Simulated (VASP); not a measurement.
# AlN: single point with PBE

The system is AlN.

```xyz
4
Lattice="3.1110 0.0000 0.0000 -1.5555 2.6942 0.0000 0.0000 0.0000 4.9810" Properties=species:S:1:pos:R:3 pbc="T T T"
Al    0.0000    1.7961    0.0003
Al    1.5555    0.8981    2.4908
N     0.0000    1.7961    1.9025
N     1.5555    0.8981    4.3930
```

```
Program                : VASP 6.6.1
Task                   : single point
Functional             : PBE
Potentials or basis    : VASP PAW PBE potentials, release 64 (Al, N)
Cutoff                 : 520 eV
k mesh                 : 8 × 8 × 5
Occupations            : gaussian, width 0.03 eV
Spin                   : no spin polarisation
Dipole correction      : no
Further INCAR settings : ALGO = Normal; EDIFF = 1e-06; NBANDS = 16
```

The pressure is 3.7 GPa and the band gap on the k mesh is 4.21 eV, direct.

Levels at points of the mesh, in eV from the valence-band top:
| k point | band 5 | band 6 | band 7 | band 8 | band 9 | band 10 | band 11 | band 12 |
| --- | --- | --- | --- | --- | --- | --- | --- | --- |
| (0.00, 0.00, 0.00) | -0.87 | -0.22 | -0.22 | 0.00 | 4.21 | 6.66 | 10.62 | 11.15 |
| (0.50, 0.00, 0.00) | -3.35 | -2.10 | -1.78 | -0.70 | 5.81 | 5.81 | 8.18 | 10.28 |

Run time: 29 s on 1 thread of AMD EPYC 7R13 (shared host), peak memory 0.13 GiB.
